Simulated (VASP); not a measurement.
CoO: single point with PBE+U

CoO:

```xyz
4
Lattice="0.0000 2.1628 -2.1628 0.0000 2.1628 2.1628 4.3257 0.0000 0.0000" Properties=species:S:1:pos:R:3 pbc="T T T"
Co    0.0000    0.0000    0.0000
Co    2.1628    2.1628    0.0000
O     2.1628    2.1628    2.1628
O     4.3257    4.3257    2.1628
```

* Program: VASP 6.6.1
* Task: single point
* Functional: PBE
* Potentials or basis: VASP PAW PBE potentials, release 64 (Co, O)
* Cutoff: 520 eV
* k mesh: 5 × 5 × 3
* Occupations: gaussian, width 0.05 eV
* Spin: collinear spin, antiferromagnetic start
* Starting moments: [3.0, -3.0, 0.0, 0.0] μB
* Hubbard terms: Co d U = 3.3 eV

```yaml
Pressure: -3.1 GPa
Band_gap_on_the_k_mesh: 0.72 eV
Net_moment: 0.00 μB per cell
Site_moments: Co +2.75, -2.75; O -0.11, +0.11 μB
Valence_electrons_inside_the_program's_atomic_spheres: Co 7.73; O 4.99
```

Stress tensor (GPa, compression positive):
```
 5.11  0.00  0.00
 0.00 -7.21  0.00
 0.00  0.00 -7.21
```

Levels at points of the mesh, in eV from the valence-band top:
Spin up:
```tsv
k point	band 12	band 13	band 14	band 15	band 16	band 17	band 18	band 19
(0.00, 0.00, 0.00)	-1.75	-1.59	-1.20	-1.20	0.74	1.56	1.80	3.20
```
Spin down:
| k point | band 12 | band 13 | band 14 | band 15 | band 16 | band 17 | band 18 | band 19 |
| --- | --- | --- | --- | --- | --- | --- | --- | --- |
| (0.00, 0.00, 0.00) | -1.75 | -1.59 | -1.20 | -1.20 | 0.74 | 1.56 | 1.80 | 3.20 |

Eigenvalues of the final occupation matrices:
```csv
site,spin,trace,eigenvalues
site 1 d,1,4.92,0.97 0.97 0.97 1.01 1.01
site 1 d,2,2.21,0.04 0.10 0.15 0.96 0.96
site 2 d,1,2.21,0.04 0.10 0.15 0.96 0.96
site 2 d,2,4.92,0.97 0.97 0.97 1.01 1.01
```

Wall time 22 s on 1 thread of Intel(R) Xeon(R) Platinum 8375C CPU @ 2.90GHz (Ice Lake), on a shared host, peak memory 0.16 GiB.

Caveat: the k points lie up to 0.48 Å⁻¹ apart. A k mesh can miss the band edges.
